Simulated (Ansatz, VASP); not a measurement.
**Si in VASP and in Ansatz**

```xyz
2
Lattice="2.7989 0.0000 0.0000 -1.3994 2.4239 0.0000 0.0000 0.0000 4.2810" Properties=species:S:1:pos:R:3 pbc="T T T"
Si    0.0000    1.6159    1.0702
Si    1.3994    0.8080    3.2107
```

Change from the starting cell: strain +0.050 along x and y, -0.050 along z, atoms carried along.

Alike in both runs: task single point; functional LDA; k mesh 24 × 24 × 10; occupations gaussian, width 0.15 eV; no spin polarisation.

|  | VASP | Ansatz |
| --- | --- | --- |
| version | VASP 6.6.1 | Ansatz 0.2.0 |
| potentials or method | VASP PAW LDA potentials, release 64 (Si), cutoff 520 eV | scalar-relativistic, plane waves, PAW |
| valence electrons in the cell | 8 | 8 |

VASP gave:

| Quantity | Value |
| --- | --- |
| gap on the k mesh at the Fermi level (eV) | none |
| pressure (GPa) | -3.8 |
| traceless stress, the component that is largest in VASP (GPa) | 1.78 |

**Question.** Which values does Ansatz return?

**Answer.** gap on the k mesh at the Fermi level (eV): none; pressure (GPa): -3.8; traceless stress, the component that is largest in VASP (GPa): 1.76.

LDA's correlation is that of Perdew and Zunger in VASP and of Perdew and Wang (1992) in Ansatz. A gap of «none» marks a metal or a gap that the smearing closes.
